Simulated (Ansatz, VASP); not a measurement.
## BiS: VASP beside Ansatz

Contents of POSCAR:

```
BiS
1.0
    2.2143730000      3.8354040000      0.0000000000
   -2.2143730000      3.8354040000      0.0000000000
    0.0000000000      0.0000000000      6.0759020000
Bi S
2 2
Direct
    0.3333000000      0.3334000000      0.2500000000
    0.6666000000      0.6667000000      0.7500000000
    0.0000000000      0.0000000000      0.0000000000
    0.0000000000      0.0000000000      0.5000000000
```

File INCAR.step1:

```
SYSTEM = BiS
ALGO = Normal ; EDIFF = 1E-5
ENCUT = 550 ; GGA = PE
GGA_COMPAT = .False. ; ISMEAR = 0
LASPH = .True. ; LCHARG = .False.
LREAL = .False. ; LWAVE = .True.
NBANDS = 29 ; NELM = 120
PREC = Accurate ; SIGMA = 0.072
```

File INCAR.step2:

```
SYSTEM = BiS
ALGO = Normal ; EDIFF = 1E-6
ENCUT = 550 ; GGA_COMPAT = .False.
ISIF = 2 ; ISMEAR = 0
ISTART = 1 ; LASPH = .True.
LCHARG = .False. ; LMIXTAU = .True.
LREAL = .False. ; LWAVE = .False.
METAGGA = R2SCAN ; NBANDS = 29
NELM = 120 ; PREC = Accurate
SIGMA = 0.072
```

KPOINTS

```
k-points
0
Gamma
  9 9 6
  0 0 0
```

Input for Ansatz:

```yaml
crystal:
  lattice:
    - [2.214373, 3.835404, 0.0]
    - [-2.214373, 3.835404, 0.0]
    - [0.0, 0.0, 6.075902]
  atoms:
    - { symbol: Bi, position: [0.3333, 0.3334, 0.25] }
    - { symbol: Bi, position: [0.6666, 0.6667, 0.75] }
    - { symbol: S, position: [0.0, 0.0, 0.0] }
    - { symbol: S, position: [0.0, 0.0, 0.5] }
  symmetry: { tolerance: 0.0003 }
kpoints:
  mp_grid: { grid: [9, 9, 6], shift: [0, 0, 0] }
  band_path:
    path:
      - [0.0, 0.0, 0.0]
      - [0.49999996, -1.7e-07, 0.0]
      - [0.6666665, 0.33333308, 0.0]
      - [0.0, 0.0, 0.0]
      - [0.0, 0.0, 0.5]
      - [0.49999996, -1.7e-07, 0.5]
      - [0.6666665, 0.33333308, 0.5]
      - [0.0, 0.0, 0.5]
      - [0.49999996, -1.7e-07, 0.5]
      - [0.49999996, -1.7e-07, 0.0]
      - [0.6666665, 0.33333308, 0.5]
    npoints: 6
magnetization:
  spin_polarized: false
scf:
  occupations: { method: gaussian, width: 0.072 }
  lower_state_search: "off"
  max_iter: 200
hamiltonian:
  pseudopotentials: { kind: paw }
  xc: r2scan
basis:
  ecutwfc: 500
  fft_grid_basis: typed
output:
  forces: true
  stress: true
  eigenvalues: true
  bader: true
  populations: true
  elf: true
  write_potential: true
  volumetric_format: npy
  dos:
    e_range: [-12, 8]
    de: 0.05
    projected: { site_lists: { Bi: [Bi], S: [S] } }
checkpoint:
  read: saved_state
```

Alike in both runs: task single point; functional r2SCAN; k mesh 9 × 9 × 6; occupations gaussian, width 0.072 eV; no spin polarisation.

```csv
,VASP,Ansatz
version,VASP 6.6.1,Ansatz 0.2.0
potentials or method,"VASP PAW PBE potentials, release 64 (Bi_d, S), cutoff 550 eV",PAW plane waves
valence electrons in the cell,42,42
```

```csv
,VASP,Ansatz,Ansatz less VASP
pressure (GPa),1.3,1.3,0.00
"traceless stress, the component that is largest in VASP (GPa)",10.39,10.42,+0.029
```

VASP's potentials were made for PBE, not for r2SCAN. Ansatz's warnings: structure snapped to symmetry.

Spin-orbit coupling is off throughout.
